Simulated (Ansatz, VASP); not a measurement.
One calculation of BaS, two programs

File INCAR:

```
SYSTEM = BaS
ALGO     = Normal         ! electronic algorithm
EDIFF    = 1E-6           ! SCF threshold, eV
ENCUT    = 520            ! plane-wave cutoff, eV
GGA      = PE             ! functional
ISIF     = 2              ! what is computed and relaxed
ISMEAR   = -1             ! smearing method
LASPH    = .True.         ! aspherical terms in the spheres
LCHARG   = .False.        ! write CHGCAR
LREAL    = .False.        ! projectors in reciprocal space
LWAVE    = .False.        ! write WAVECAR
NBANDS   = 15             ! bands
NELM     = 100            ! most SCF steps
PREC     = Accurate       ! precision mode
SIGMA    = 0.05           ! smearing width, eV
```

Contents of KPOINTS:

```
k-points
0
Gamma
  10 10 10
  0 0 0
```

File POSCAR:

```
BaS
1.0
    3.4099728895      0.0000000000      0.0000000000
    0.0000000000      3.4099728895      0.0000000000
    0.0000000000      0.0000000000      3.4099728895
Ba S
1 1
Direct
    0.0000000000      0.0000000000      0.0000000000
    0.5000000000      0.5000000000      0.5000000000
```

Input for Ansatz:

```yaml
crystal:
  lattice:
    - [3.4099728895, 0.0, 0.0]
    - [0.0, 3.4099728895, 0.0]
    - [0.0, 0.0, 3.4099728895]
  atoms:
    - { symbol: Ba, position: [0.0, 0.0, 0.0] }
    - { symbol: S, position: [0.5, 0.5, 0.5] }
kpoints:
  mp_grid: { grid: [10, 10, 10] }
scf:
  occupations: { method: fermi_dirac, width: 0.05 }
hamiltonian:
  xc: pbe
  pseudopotentials: { kind: paw }
output:
  forces: true
  stress: true
  eigenvalues: true
  populations: true
```

Change from the starting cell: volume scaled by 0.7, PAW files.

Alike in both runs: task single point; functional PBE; k mesh 10 × 10 × 10; occupations fermi-dirac, width 0.05 eV; no spin polarisation.

```csv
,VASP,Ansatz
version,VASP 6.6.1,Ansatz 0.2.0
potentials or method,"VASP PAW PBE potentials, release 64 (Ba_sv, S)","PAW with Ansatz's default frozen-core files, scalar-relativistic"
plane-wave cutoff (eV),520,420
valence electrons in the cell,16,16
```

```tsv
	VASP	Ansatz	Ansatz less VASP
pressure (GPa)	38.8	34.7	-4.16
```

The pressures are high and differ by over a tenth, so treat them with care.

Neither program's run includes spin-orbit coupling.
